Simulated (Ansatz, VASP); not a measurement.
One calculation of BN, two programs

```
B N
1.0
     2.53600    0.00000    0.00000
    -1.26800    2.19624    0.00000
     0.00000    0.00000    4.19900
B N
2 2
Direct
  0.66667 0.33333 0.00000
  0.33333 0.66667 0.50000
  0.66667 0.33333 0.37500
  0.33333 0.66667 0.87500
```

Alike in both runs: task single point; functional PBE; k mesh 6 × 6 × 4; no spin polarisation.

```csv
,VASP,Ansatz
version,VASP 6.6.1,Ansatz 0.2.0
potentials or method,"VASP PAW PBE potentials, release 64 (B, N)","plane waves, PAW"
plane-wave cutoff (eV),600,420
occupations,"gaussian, width 0.01 eV",fixed
valence electrons in the cell,16,16
```

```csv
,VASP,Ansatz,Ansatz less VASP
pressure (GPa),8.0,8.0,-0.02
"traceless stress, the component that is largest in VASP (GPa)",-0.88,-0.83,+0.052
```

The k mesh is coarse, so the values compare programs but aren't converged.
